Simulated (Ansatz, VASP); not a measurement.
# One calculation of Al3SiPd2, two programs

```
CELL_PARAMETERS angstrom
4.07740 0.00000 0.00000
-2.03870 3.53114 0.00000
0.00000 0.00000 6.07315
ATOMIC_POSITIONS crystal
Al 0.50000 0.00000 0.00000
Al 0.00000 0.50000 0.00000
Al 0.50000 0.50000 0.00000
Si 0.00000 0.00000 0.00000
Pd 0.00000 0.00000 0.31862
Pd 0.00000 0.00000 0.68138
```

Alike in both runs: task single point; functional PBE; k mesh 6 × 6 × 4; occupations gaussian, width 0.1 eV; no spin polarisation.

|  | VASP | Ansatz |
| --- | --- | --- |
| version | VASP 6.6.1 | Ansatz 0.2.0 |
| potentials or method | VASP PAW PBE potentials, release 64 (Al, Si, Pd), cutoff 520 eV | scalar-relativistic, plane waves, PAW |
| valence electrons in the cell | 33 | 49 |

Ansatz gave:

* gap on the k mesh at the Fermi level (eV): none
* rms of the force components (eV/Å): 0.661

Question: Which values does VASP return?

Answer: gap on the k mesh at the Fermi level (eV): none; rms of the force components (eV/Å): 0.816.

Atom by atom the forces differ by 0.155 eV/Å (rms over components). A gap of «none» marks a metal or a gap that the smearing closes. VASP's potentials hold 33 valence electrons a cell and Ansatz's 49, so a difference there can come from the potentials and not from the codes.
